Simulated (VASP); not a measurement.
# As (Pm-3m) in VASP: further runs

The runs below take As through single point, relaxation of cell and atoms, with PBE+D3(BJ), PBE+D4.

All numbers are computed with VASP 6.6.1; they aren't measurements. Logs are shortened: lines on timing, memory, paths and dates and some standing lists are left out, and cuts for length are marked.

## Step 1: The cell of the first run

The structure is cubic, space group Pm-3m (No. 221). The conventional cell has a = 2.687 Å, b = 2.687 Å, c = 2.687 Å, α = 90.00°, β = 90.00°, γ = 90.00°. Within 3.5 Å of As (site symmetry m-3m) lie 6 As at 2.69 Å.

## Step 2: Single point, PBE+D3(BJ)

Input file INCAR:

```
SYSTEM = As
PREC = Accurate
ENCUT = 520
EDIFF = 1E-6
ISMEAR = -1
SIGMA = 0.05
LREAL = .FALSE.
LASPH = .TRUE.
NELM = 100
ALGO = Normal
ISIF = 2
LWAVE = .FALSE.
LCHARG = .FALSE.
GGA = PE
IVDW = 12
NBANDS = 8
```

Input file KPOINTS:

```
regular mesh
0
G
  10 10 10
  0 0 0
```

Input file POSCAR:

```
As
1.0
    2.6873238545      0.0000000000      0.0000000000
    0.0000000000      2.6873238545      0.0000000000
    0.0000000000      0.0000000000      2.6873238545
As
1
Direct
    0.5000000000      0.5000000000      0.5000000000
```

Potentials or basis: VASP PAW PBE potentials, release 64 (As).

On the command line:

```sh
> cat potpaw_PBE.64/As/POTCAR > POTCAR
> mpirun -np 1 vasp_std > vasp.out
```

OUTCAR:

```text
SYSTEM = As
   PREC = Accurate
   ENCUT = 520
   EDIFF = 1E-6
   ISMEAR = -1
   LREAL = .FALSE.
   LASPH = .TRUE.
   NELM = 100
   ISIF = 2
   GGA = PE
   IVDW = 12
 IVDW          = 12

 ion  position               nearest neighbor table
   1  0.500  0.500  0.500-

  LATTYP: Found a simple cubic cell.
 ALAT       =     2.6873238545

  Lattice vectors:

 A1 = (   2.6873238545,   0.0000000000,   0.0000000000)
 A2 = (   0.0000000000,   2.6873238545,   0.0000000000)
 A3 = (   0.0000000000,   0.0000000000,   2.6873238545)

Analysis of symmetry for initial positions (statically):
=====================================================================
 Subroutine PRICEL returns:
 Original cell was already a primitive cell.

 Routine SETGRP: Setting up the symmetry group for a
 simple cubic supercell.

 Subroutine GETGRP returns: Found 48 space group operations
[... 9 lines left out ...]

 Routine SETGRP: Setting up the symmetry group for a
 simple cubic supercell.

 Subroutine GETGRP returns: Found 48 space group operations
[... 11 lines left out ...]
                                     Primitive cell

  volume of cell :      19.4071

  direct lattice vectors                    reciprocal lattice vectors
     2.687323855  0.000000000  0.000000000     0.372117413  0.000000000  0.000000000
     0.000000000  2.687323855  0.000000000     0.000000000  0.372117413  0.000000000
     0.000000000  0.000000000  2.687323855     0.000000000  0.000000000  0.372117413

  length of vectors
     2.687323855  2.687323855  2.687323855     0.372117413  0.372117413  0.372117413

  position of ions in fractional coordinates (direct lattice)
     0.500000000  0.500000000  0.500000000

  ion indices of the primitive-cell ions
   primitive index   ion index
                 1           1

----------------------------------------------------------------------------------------

 KPOINTS: regular mesh

Automatic generation of k-mesh.
 Grid dimensions read from file:
 generate k-points for:   10   10   10

 Generating k-lattice:

  Cartesian coordinates                     Fractional coordinates (reciprocal lattice)
     0.037211741  0.000000000  0.000000000     0.100000000  0.000000000  0.000000000
     0.000000000  0.037211741  0.000000000     0.000000000  0.100000000  0.000000000
     0.000000000  0.000000000  0.037211741     0.000000000  0.000000000  0.100000000

  Length of vectors
     0.037211741  0.037211741  0.037211741

  Shift w.r.t. Gamma in fractional coordinates (k-lattice)
     0.000000000  0.000000000  0.000000000

 Subroutine IBZKPT returns following result:
 ===========================================

 Found     56 irreducible k-points:

 Following reciprocal coordinates:
            Coordinates               Weight
  0.000000  0.000000  0.000000      1.000000
  0.100000  0.000000  0.000000      6.000000
  0.200000  0.000000  0.000000      6.000000
  0.300000  0.000000  0.000000      6.000000
  0.400000  0.000000  0.000000      6.000000
  0.500000  0.000000  0.000000      3.000000
[... 16 lines left out ...]
  0.200000  0.100000  0.100000     24.000000
  0.300000  0.100000  0.100000     24.000000
 [... further k-points ...]
   k-points           NKPTS =     56   k-points in BZ     NKDIM =     56   number of bands    NBANDS=      8
   number of dos      NEDOS =    301   number of ions     NIONS =      1
   total plane-waves  NPLWV =   8000
   dimension x,y,z NGX =    20 NGY =   20 NGZ =   20
   dimension x,y,z NGXF=    40 NGYF=   40 NGZF=   40
   ions per type =               1
   NGX,Y,Z   is equivalent  to a cutoff of  12.37, 12.37, 12.37 a.u.
   NGXF,Y,Z  is equivalent  to a cutoff of  24.75, 24.75, 24.75 a.u.
 SYSTEM =  As
   PREC   = accura    normal or accurate (medium, high low for compatibility)
   ISTART =      0    job   : 0-new  1-cont  2-samecut
   ICHARG =      2    charge: 1-file 2-atom 10-const
   ISPIN  =      1    spin polarized calculation?
   LNONCOLLINEAR =      F non collinear calculations
   LSORBIT =      F    spin-orbit coupling
   LASPH  =      T    aspherical Exc in radial PAW
   ENCUT  =  520.0 eV  38.22 Ry    6.18 a.u.   5.00  5.00  5.00*2*pi/ulx,y,z
   NELM   =    100;   NELMIN=  2; NELMDL= -5     # of ELM steps
   EDIFF  = 0.1E-05   stopping-criterion for ELM
   LREAL  =      F    real-space projection
   EDIFFG = 0.1E-04   stopping-criterion for IOM
   NSW    =      0    number of steps for IOM
   IBRION =     -1    ionic relax: 0-MD 1-quasi-New 2-CG
   NFREE  =      0    steps in history (QN), initial steepest desc. (CG)
   ISIF   =      2    stress and relaxation
   ISYM   =      2    0-nonsym 1-usesym 2-fastsym
   POTIM  = 0.5000    time-step for ionic-motion
   TEBEG  =    0.0;   TEEND  =   0.0 temperature during run
   PSTRESS=    0.0 pullay stress
   NELECT =       5.0000    total number of electrons
   NUPDOWN=      -1.0000    fix difference up-down
   EMIN   =  10.00;   EMAX   =-10.00  energy-range for DOS
[... 5 lines left out ...]
     AMIX     =   0.40;   BMIX     =  1.00
     AMIX_MAG =   1.60;   BMIX_MAG =  1.00
  volume/ion in A,a.u.               =      19.41       130.97
  Fermi-wavevector in a.u.,A,eV,Ry     =   1.041705  1.968537 14.764358  1.085150
  Thomas-Fermi vector in A             =   2.176338
   LORBIT       =      0    0 simple, 1 ext, 2 COOP (PROOUT), +10 PAW based schemes
   GGA     = PE    functional components
   LHFCALC =     F    Hartree Fock is set to
   AEXX    =    0.0000 exact exchange contribution
   IVDW    =    12    specifies the selected vdW correction
   LEPSILON=     F    determine dielectric tensor
   LRPA    =     F    only Hartree local field effects (RPA)
 non-spin polarized calculation
  energy-cutoff  :      520.00
  volume of cell :       19.41
 maximum number of plane-waves:       552
 NGX is ok and might be reduce to    20
   NGX =  9   NGY =  9   NGZ =  9

 number of electron       5.0000001 magnetization

 Free energy of the ion-electron system (eV)
  ---------------------------------------------------
  ext. energy  EPLUGINS =         0.00000000
  ---------------------------------------------------
  free energy    TOTEN  =        -4.56164781 eV

  energy without entropy =       -4.55918117  energy(sigma->0) =       -4.56041449

 E-fermi :   6.1222     XC(G=0): -10.5091

 val. band max:        6.0045025147   @ k =   0.5000   0.3000   0.3000
 cond. band min:       6.1546366946   @ k =   0.2000   0.2000   0.0000
 fundamental gap:      0.1501341799
 Fermi energy:         6.1221609577

 k-point     1 :       0.0000    0.0000    0.0000
  band No.  band energies     occupation
      1      -8.9964      2.00000
      2      10.3771      0.00000
      3      10.3771      0.00000
      4      10.3771      0.00000
      5      14.6623      0.00000
      6      14.6623      0.00000
      7      16.8731      0.00000
      8      31.2995      0.00000

 k-point     2 :       0.1000    0.0000    0.0000
  band No.  band energies     occupation
      1      -8.8090      2.00000
      2       8.2818      0.00000
      3      10.5428      0.00000
      4      10.5428      0.00000
      5      14.8288      0.00000
      6      15.9497      0.00000
      7      18.1707      0.00000
      8      28.9304      0.00000

 k-point     3 :       0.2000    0.0000    0.0000
  band No.  band energies     occupation
      1      -8.2568      2.00000
      2       5.1598      2.00000
      3      11.0166      0.00000
      4      11.0166      0.00000
      5      15.3164      0.00000
      6      16.8134      0.00000
      7      21.7632      0.00000
      8      25.9888      0.00000

 k-point     4 :       0.3000    0.0000    0.0000
  band No.  band energies     occupation
      1      -7.3840      2.00000
      2       2.3088      2.00000
      3      11.7112      0.00000
      4      11.7112      0.00000
      5      16.0734      0.00000
      6      17.7891      0.00000
      7      23.4791      0.00000
      8      23.4791      0.00000

 k-point     5 :       0.4000    0.0000    0.0000
  band No.  band energies     occupation
      1      -6.3541      2.00000
      2       0.0610      2.00000
      3      12.4162      0.00000
      4      12.4162      0.00000
      5      16.9297      0.00000
      6      19.0832      0.00000
      7      21.6755      0.00000
      8      21.6755      0.00000

 k-point     6 :       0.5000    0.0000    0.0000
  band No.  band energies     occupation
      1      -5.7712      2.00000
      2      -0.9319      2.00000
      3      12.7409      0.00000
      4      12.7409      0.00000
      5      17.3816      0.00000
      6      20.3917      0.00000
      7      20.9835      0.00000
      8      20.9835      0.00000

 k-point     7 :       0.1000    0.1000    0.0000
  band No.  band energies     occupation
      1      -8.6216      2.00000
      2       8.2772      0.00000
      3       8.6455      0.00000
      4      10.7084      0.00000
      5      15.5195      0.00000
      6      17.4547      0.00000
      7      18.6592      0.00000
      8      26.5811      0.00000
[... 133 lines left out ...]
 k-point    20 :       0.5000    0.4000    0.0000
  band No.  band energies     occupation
      1      -3.0430      2.00000
      2       1.3791      2.00000
      3       2.8491      2.00000
      4       9.3912      0.00000
      5      14.6822      0.00000
      6      21.9103      0.00000
      7      23.2704      0.00000
      8      24.2343      0.00000

 k-point    21 :       0.5000    0.5000    0.0000
  band No.  band energies     occupation
      1      -2.3916      2.00000
      2       1.7940      2.00000
      3       1.7940      2.00000
      4       8.5809      0.00000
      5      14.9796      0.00000
      6      22.8267      0.00000
      7      23.7308      0.00000
      8      23.7308      0.00000

 k-point    22 :       0.1000    0.1000    0.1000
  band No.  band energies     occupation
      1      -8.4343      2.00000
      2       8.4453      0.00000
      3       8.4453      0.00000
      4       9.0374      0.00000
      5      17.6164      0.00000
      6      17.6164      0.00000
      7      19.0090      0.00000
      8      26.6087      0.00000

 k-point    23 :       0.2000    0.1000    0.1000
  band No.  band energies     occupation
      1      -7.8820      2.00000
      2       5.4972      1.99999
      3       8.9284      0.00000
      4       9.3954      0.00000
      5      18.0844      0.00000
      6      18.8408      0.00000
      7      21.5337      0.00000
      8      23.5324      0.00000

 k-point    24 :       0.3000    0.1000    0.1000
  band No.  band energies     occupation
      1      -7.0091      2.00000
      2       2.6602      2.00000
      3       9.6463      0.00000
      4      10.1716      0.00000
      5      18.7814      0.00000
      6      18.8162      0.00000
      7      20.9500      0.00000
      8      21.8112      0.00000

 [... further k-points ...]

------------------------ aborting loop because EDIFF is reached ----------------------------------------

 Edisp (eV)   -0.46647

 E8    (eV) :    -0.1973

  FORCE on cell =-STRESS in cart. coord.  units (eV):
  Direction    XX          YY          ZZ          XY          YZ          ZX
  --------------------------------------------------------------------------------------
  -------------------------------------------------------------------------------------
  Total       0.02519     0.02519     0.02519    -0.00000    -0.00000     0.00000
  in kB       2.07947     2.07947     2.07947    -0.00000    -0.00000     0.00000
  external pressure =        2.08 kB  Pullay stress =        0.00 kB

 VOLUME and BASIS-vectors are now :
 -----------------------------------------------------------------------------
  energy-cutoff  :      520.00
  volume of cell :       19.41
      direct lattice vectors                 reciprocal lattice vectors
     2.687323855  0.000000000  0.000000000     0.372117413  0.000000000  0.000000000
     0.000000000  2.687323855  0.000000000     0.000000000  0.372117413  0.000000000
     0.000000000  0.000000000  2.687323855     0.000000000  0.000000000  0.372117413

 POSITION                                       TOTAL-FORCE (eV/Angst)
 -----------------------------------------------------------------------------------
      1.34366      1.34366      1.34366         0.000000      0.000000      0.000000
 -----------------------------------------------------------------------------------
    total drift:                                0.000000     -0.000000      0.000000

  FREE ENERGIE OF THE ION-ELECTRON SYSTEM (eV)
  ---------------------------------------------------
  free  energy   TOTEN  =        -5.0281153989 eV

  energy  without entropy=       -5.0256487612  energy(sigma->0) =       -5.02688208
```

It took 5.8 s on 1 thread of Intel Xeon Platinum 8488C (Sapphire Rapids), shared host; peak memory 0.13 GiB.

Results:

| Property | Result |
| --- | --- |
| Free energy | -5.0281 eV |
| Pressure | 0.2 GPa |
| Dispersion energy per atom | -0.466 eV |

Levels at points of the mesh, in eV from the Fermi level:
| k point | band 1 | band 2 | band 3 | band 4 | band 5 | band 6 | band 7 |
| --- | --- | --- | --- | --- | --- | --- | --- |
| (0.00, 0.00, 0.00) | -15.12 | 4.25 | 4.25 | 4.25 | 8.54 | 8.54 | 10.75 |
| (0.50, 0.00, 0.00) | -11.89 | -7.05 | 6.62 | 6.62 | 11.26 | 14.27 | 14.86 |
| (0.50, 0.50, 0.00) | -8.51 | -4.33 | -4.33 | 2.46 | 8.86 | 16.70 | 17.61 |
| (0.50, 0.50, 0.50) | -4.76 | -1.83 | -1.83 | -1.83 | 5.94 | 5.94 | 5.94 |

Caveat: pairwise dispersion overbinds metals, which lowers pressure and volume.

## Step 3: Single point, PBE+D4

Input file INCAR:

```
PREC = Accurate
ENCUT = 520
EDIFF = 1E-6
ISMEAR = -1
SIGMA = 0.05
LREAL = False
LASPH = True
NELM = 80
ALGO = Normal
ISIF = 2
LWAVE = False
LCHARG = False
GGA = PE
IVDW = 13
NBANDS = 8
```

Input file KPOINTS:

```
regular mesh
0
Gamma
  10 10 10
```

Input file POSCAR:

```
As
1.0
    2.6879679364      0.0000000000      0.0000000000
    0.0000000000      2.6879679364      0.0000000000
    0.0000000000      0.0000000000      2.6879679364
As
1
Direct
    0.5000000000      0.5000000000      0.5000000000
```

Potentials or basis: VASP PAW PBE potentials, release 64 (As).

On the command line:

```sh
> cat potpaw_PBE.64/As/POTCAR > POTCAR
> mpirun -np 1 vasp_std > vasp.out
```

It took 4.8 s on 1 thread of Intel Xeon Platinum 8488C (Sapphire Rapids), shared host; peak memory 0.12 GiB.

The run converged. Its results:

```
Free energy                : -5.0589 eV
Pressure                   : 0.2 GPa
Dispersion energy per atom : -0.497 eV
```

Levels at points of the mesh, in eV from the Fermi level:
```
           k point  band 1  band 2  band 3  band 4  band 5
(0.00, 0.00, 0.00)  -15.11    4.25    4.25    4.25    8.54
(0.50, 0.00, 0.00)  -11.89   -7.05    6.61    6.61   11.26
(0.50, 0.50, 0.00)   -8.51   -4.32   -4.32    2.46    8.85
(0.50, 0.50, 0.50)   -4.76   -1.83   -1.83   -1.83    5.94
```

Caveat: pairwise dispersion overbinds metals, which lowers pressure and volume.

(Part 1 of 2 ends here.)
